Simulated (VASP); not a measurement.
# Al3W (Pm-3m) in VASP: a series of runs, part 2 of 2

VASP 6.6.1. The steps go on from the part before.

## 4. Relaxation of cell and atoms, PBE

This run uses another cell than the first one, of 30.53 Å³/atom.

File INCAR:

```
PREC = Accurate
ENCUT = 600
EDIFF = 1E-7
ISMEAR = 0
SIGMA = 0.1
LREAL = False
LASPH = True
NELM = 100
ALGO = Fast
ISIF = 3
LWAVE = False
LCHARG = False
GGA = PE
IBRION = 2
NSW = 100
EDIFFG = -0.01
```

File KPOINTS:

```
Automatic mesh
0
Gamma
  10 10 10
```

File POSCAR:

```
Al3W
1.0
    4.9613231722      0.0000000000      0.0000000000
    0.0000000000      4.9613231722      0.0000000000
    0.0000000000      0.0000000000      4.9613231722
Al W
3 1
Direct
    0.0000000000      0.0000000000      0.5000000000
    0.0000000000      0.5000000000      0.0000000000
    0.5000000000      0.0000000000      0.0000000000
    0.0000000000      0.0000000000      0.0000000000
```

Potentials or basis: VASP PAW PBE potentials, release 64 (Al, W_sv).

Started as:

```bash
> cat potpaw_PBE.64/Al/POTCAR potpaw_PBE.64/W_sv/POTCAR > POTCAR
> mpirun -np 1 vasp_std > vasp.out
```

OUTCAR:

```text
PREC = Accurate
   ENCUT = 600
   EDIFF = 1E-7
   ISMEAR = 0
   LREAL = False
   LASPH = True
   NELM = 100
   ISIF = 3
   GGA = PE
   IBRION = 2
   NSW = 100
   EDIFFG = -0.01

 ion  position               nearest neighbor table
   1  0.000  0.000  0.500-   4 2.48   4 2.48
   2  0.000  0.500  0.000-   4 2.48   4 2.48
   3  0.500  0.000  0.000-   4 2.48   4 2.48
   4  0.000  0.000  0.000-   1 2.48   2 2.48   3 2.48   1 2.48   2 2.48   3 2.48

  LATTYP: Found a simple cubic cell.
 ALAT       =     4.9613231722

  Lattice vectors:
[... 679 lines left out ...]
  --------------------------------------------------------------------------------------
  -------------------------------------------------------------------------------------
  Total       -0.0243081     -0.0243081     -0.0243081      0.0000000      0.0000000     -0.0000000
  in kB       -0.3181992     -0.3181992     -0.3181992      0.0000000      0.0000000     -0.0000000
  external PRESSURE =      -0.3181992 kB  Pullay stress =       0.0000000 kB

 VOLUME and BASIS-vectors are now :
 -----------------------------------------------------------------------------
  energy-cutoff  :      600.00
  volume of cell :      122.39
      direct lattice vectors                 reciprocal lattice vectors
     4.965020511 -0.000000000  0.000000000     0.201409037  0.000000000  0.000000000
    -0.000000000  4.965020511 -0.000000000     0.000000000  0.201409037  0.000000000
    -0.000000000 -0.000000000  4.965020511     0.000000000  0.000000000  0.201409037

 POSITION                                       TOTAL-FORCE (eV/Angst)
 -----------------------------------------------------------------------------------
     -0.00000     -0.00000      2.48251        -0.000000     -0.000000      0.000000
     -0.00000      2.48251     -0.00000        -0.000000     -0.000000      0.000000
      2.48251     -0.00000      0.00000        -0.000000     -0.000000      0.000000
      0.00000      0.00000      0.00000         0.000000      0.000000      0.000000
 -----------------------------------------------------------------------------------
    total drift:                               -0.000000     -0.000000     -0.000000

  FREE ENERGIE OF THE ION-ELECTRON SYSTEM (eV)
  ---------------------------------------------------
  free  energy   TOTEN  =       -20.1805462665 eV

  energy  without entropy=      -20.1667518570  energy(sigma->0) =      -20.17364906

 reached required accuracy - stopping structural energy minimisation
```

CONTCAR:

```text
Al3W
   1.00000000000000
     4.9650205105140532   -0.0000000000000000    0.0000000000000000
    -0.0000000000000000    4.9650205105140532   -0.0000000000000000
    -0.0000000000000000   -0.0000000000000000    4.9650205105140532
  Al              W
     3     1
Direct
     0.0000000000000000    0.0000000000000000    0.5000000000000000
     0.0000000000000000    0.5000000000000000    0.0000000000000000
     0.5000000000000000    0.0000000000000000    0.0000000000000000
     0.0000000000000000    0.0000000000000000    0.0000000000000000

  0.00000000E+00  0.00000000E+00  0.00000000E+00
  0.00000000E+00  0.00000000E+00  0.00000000E+00
  0.00000000E+00  0.00000000E+00  0.00000000E+00
  0.00000000E+00  0.00000000E+00  0.00000000E+00
```

Run time: 4.5 min. Hardware: 1 thread of Intel Xeon 8259CL, shared host; peak memory 0.34 GiB.

Results:

* Free energy: -20.1805 eV
* Relaxed volume: 30.60 Å³/atom
* Relaxed cell: a = 4.965 Å, b = 4.965 Å, c = 4.965 Å, α = 90.00°, β = 90.00°, γ = 90.00°
* Space group after relaxing (to 0.1 Å): Pm-3m (No. 221)
* Energy gained by relaxing: 0.0 meV/atom
* Ionic steps: 2
* Pressure after relaxing: 0.0 GPa
* Band gap on the k mesh: zero (an odd number of electrons rules out a gap without spin polarisation)

Final structure:
```cif
data_structure
_symmetry_space_group_name_H-M 'P 1'
_symmetry_Int_Tables_number 1
_cell_length_a 4.9650
_cell_length_b 4.9650
_cell_length_c 4.9650
_cell_angle_alpha 90.000
_cell_angle_beta 90.000
_cell_angle_gamma 90.000
_cell_volume 122.39
loop_
_atom_site_label
_atom_site_type_symbol
_atom_site_fract_x
_atom_site_fract_y
_atom_site_fract_z
_atom_site_occupancy
Al1 Al 0.00000 0.00000 0.50000 1
Al2 Al 0.00000 0.50000 0.00000 1
Al3 Al 0.50000 0.00000 0.00000 1
W1 W 0.00000 0.00000 0.00000 1
```

Levels at points of the mesh, in eV from the Fermi level:
```tsv
k point	band 9	band 10	band 11	band 12	band 13	band 14	band 15
(0.00, 0.00, 0.00)	0.01	0.01	0.27	0.27	0.27	3.21	4.03
(0.50, 0.00, 0.00)	-0.54	-0.54	0.32	0.74	0.74	2.70	3.26
(0.50, 0.50, 0.00)	-1.67	-0.83	-0.44	-0.44	1.72	3.30	3.30
(0.50, 0.50, 0.50)	-1.65	-1.65	-1.65	-0.79	-0.79	3.74	3.95
```

Caveat: spin-orbit coupling is left out, which moves the levels of the heavy elements.

## 5. The runs side by side

| task | cell | k mesh | cutoff (eV) | gap on the mesh (eV) | pressure (GPa) | relaxed volume (Å³/atom) |
| --- | --- | --- | --- | --- | --- | --- |
| relaxation of cell and atoms | relaxed from a = 4.300 Å, 4 atoms | 4 × 4 × 4 | 600 | none | 0.1 | 30.51 |
| single point | a = 4.965 Å, 4 atoms | 10 × 10 × 10 | 520 | none | 0.0 | - |
| relaxation of cell and atoms | relaxed from a = 4.961 Å, 4 atoms | 10 × 10 × 10 | 600 | none | 0.0 | 30.60 |

Alike in all rows: level PBE; potentials or basis VASP PAW PBE potentials, release 64 (Al, W_sv); no spin polarisation; smearing gaussian 0.1 eV.

Caveats: some runs use coarse meshes; spin-orbit coupling is left out, which moves the levels of the heavy elements; the volume moved by over 15 % at a fixed basis, so the end points are rough (at least some runs).

Total energies depend on the potentials used, so only differences within one code and one set of settings carry meaning.
